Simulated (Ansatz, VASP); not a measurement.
# BeH4 in VASP and in Ansatz

File INCAR:

```
SYSTEM = BeH4
ALGO = Normal
EDIFF = 1E-7
ENCUT = 520
GGA = PE
ISIF = 2
ISMEAR = 0
LASPH = .True.
LCHARG = .True.
LELF = .True.
LREAL = .False.
LVHAR = .True.
LWAVE = .False.
NBANDS = 11
NELM = 80
PREC = Accurate
SIGMA = 0.1
```

The input KPOINTS:

```
k-points
0
Gamma
  6 6 6
  0 0 0
```

POSCAR

```
BeH4
1.0
   -2.2280251600      2.2280251600      2.2280251600
    2.2280251600     -2.2280251600      2.2280251600
    2.2280251600      2.2280251600     -2.2280251600
Be H
1 4
Direct
    0.0000000000      0.0000000000      0.0000000000
    0.4893361800      0.4893361800      0.4893361800
    0.0000000000      0.0000000000      0.5106638200
    0.0000000000      0.5106638200      0.0000000000
    0.5106638200      0.0000000000      0.0000000000
```

Input for Ansatz:

```yaml
crystal:
  lattice:
    - [-2.22802516, 2.22802516, 2.22802516]
    - [2.22802516, -2.22802516, 2.22802516]
    - [2.22802516, 2.22802516, -2.22802516]
  atoms:
    - { symbol: Be, position: [0.0, 0.0, 0.0] }
    - { symbol: H, position: [0.48933618, 0.48933618, 0.48933618] }
    - { symbol: H, position: [0.0, 0.0, 0.51066382] }
    - { symbol: H, position: [0.0, 0.51066382, 0.0] }
    - { symbol: H, position: [0.51066382, 0.0, 0.0] }
basis:
  ecutwfc: 420
kpoints:
  mp_grid: { grid: [6, 6, 6] }
hamiltonian:
  xc: pbe
scf:
  occupations: { method: gaussian, width: 0.1 }
  lower_state_search: "off"
output:
  forces: true
  stress: true
  eigenvalues: true
```

Alike in both runs: task single point; functional PBE; k mesh 6 × 6 × 6; occupations gaussian, width 0.1 eV; no spin polarisation.

|  | VASP | Ansatz |
| --- | --- | --- |
| version | VASP 6.6.1 | Ansatz 0.2.0 |
| potentials or method | VASP PAW PBE potentials, release 64 (Be, H), cutoff 520 eV | scalar-relativistic, plane waves, PAW |
| valence electrons in the cell | 6 | 6 |

|  | VASP | Ansatz | Ansatz less VASP |
| --- | --- | --- | --- |
| gap on the k mesh at the Fermi level (eV) | none | none | - |
| pressure (GPa) | -19.1 | -19.0 | +0.12 |
| rms of the force components (eV/Å) | 0.003 | 0.003 | -0.0004 |

Atom by atom the forces differ by 0.000 eV/Å (rms over components). A gap of «none» marks a metal or a gap that the smearing closes.
